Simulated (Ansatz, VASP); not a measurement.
## One calculation of Cd2As, two programs

INCAR

```
SYSTEM = Cd2As
ALGO     = Fast           ! electronic algorithm
EDIFF    = 1E-6           ! SCF threshold, eV
EDIFFG   = -0.04          ! ionic threshold
ENCUT    = 600            ! plane-wave cutoff, eV
GGA      = PE             ! functional
IBRION   = 2              ! ionic algorithm
ISIF     = 3              ! what is computed and relaxed
ISMEAR   = 0              ! smearing method
LASPH    = .True.         ! aspherical terms in the spheres
LCHARG   = .False.        ! write CHGCAR
LREAL    = .False.        ! projectors in reciprocal space
LWAVE    = .False.        ! write WAVECAR
NELM     = 60             ! most SCF steps
NSW      = 90             ! ionic steps
PREC     = Accurate       ! precision mode
SIGMA    = 0.1            ! smearing width, eV
```

KPOINTS

```
k-points
0
Gamma
  6 6 6
  0 0 0
```

POSCAR

```
Cd2As
1.0
    0.0000000000      3.2248227318      3.2248227318
    3.2248227318      0.0000000000      3.2248227318
    3.2248227318      3.2248227318      0.0000000000
Cd As
2 1
Direct
    0.2500000000      0.2500000000      0.2500000000
    0.7500000000      0.7500000000      0.7500000000
    0.0000000000      0.0000000000      0.0000000000
```

Input for Ansatz:

```yaml
crystal:
  lattice:
    - [0.0, 3.2248227318, 3.2248227318]
    - [3.2248227318, 0.0, 3.2248227318]
    - [3.2248227318, 3.2248227318, 0.0]
  atoms:
    - { symbol: Cd, position: [0.25, 0.25, 0.25] }
    - { symbol: Cd, position: [0.75, 0.75, 0.75] }
    - { symbol: As, position: [0.0, 0.0, 0.0] }
basis:
  ecutwfc: 420
kpoints:
  mp_grid: { grid: [6, 6, 6] }
hamiltonian:
  xc: pbe
scf:
  occupations: { method: gaussian, width: 0.1 }
  lower_state_search: "off"
output:
  forces: true
  stress: true
  eigenvalues: true
relax:
  adjacent_minimum: "off"
  f_tol: 0.04
  max_steps: 70
  cell: { stress_tol: 0.4 }
```

Alike in both runs: task relaxation of cell and atoms; functional PBE; k mesh 6 × 6 × 6; occupations gaussian, width 0.1 eV; no spin polarisation.

|  | VASP | Ansatz |
| --- | --- | --- |
| version | VASP 6.6.1 | Ansatz 0.2.0 |
| potentials or method | VASP PAW PBE potentials, release 64 (Cd, As), cutoff 600 eV | scalar-relativistic, plane waves, PAW |
| valence electrons in the cell | 29 | 55 |

```csv
,VASP,Ansatz,Ansatz less VASP
"gap on the k mesh at the Fermi level, each at its own relaxed structure (eV)",none,none,-
relaxed volume (Å³/atom),25.52,25.52,-0.002
relaxed cell length with the largest relative difference (Å),4.766,4.766,-0.0001
```

A gap of «none» marks a metal or a gap that the smearing closes. VASP's potentials hold 29 valence electrons a cell and Ansatz's 55, so a difference there can come from the potentials and not from the codes.
